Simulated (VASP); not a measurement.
Input of a VASP 6.6.1 run:

INCAR

```
SYSTEM = Pt
  PREC = Accurate
  ENCUT = 520
  EDIFF = 1E-7
  ISMEAR = 0
  SIGMA = 0.15
  LREAL = .False.
  LASPH = .True.
  NELM = 100
  ALGO = Fast
  ISIF = 2
  LWAVE = .False.
  LCHARG = .False.
  NBANDS = 11
```

Contents of KPOINTS:

```
Automatic mesh
0
Gamma
  20 20 20
  0 0 0
```

Contents of POSCAR:

```
Pt
1.0
    0.1946767288      2.0246379799      2.0246379799
    2.0246379799      0.1946767288      2.0246379799
    2.0246379799      2.0246379799      0.1946767288
Pt
1
Direct
    0.0000000000      0.0000000000      0.0000000000
```

Potentials or basis: VASP PAW LDA potentials, release 64 (Pt).

Command:

```sh
$ cat potpaw_LDA.64/Pt/POTCAR > POTCAR
$ mpirun -np 1 vasp_std > vasp.out
```

What does it give for the band gap on the k mesh?

Zero (band 5 reaches 13.32 eV, above the bottom of band 6 at 10.52 eV).

Estimate the pressure.

22.9 GPa.

Stress tensor (GPa, compression positive):
```
 22.87 -13.81 -13.81
-13.81  22.87 -13.81
-13.81 -13.81  22.87
```

Caveat: spin-orbit coupling is left out, which moves the levels of the heavy elements.
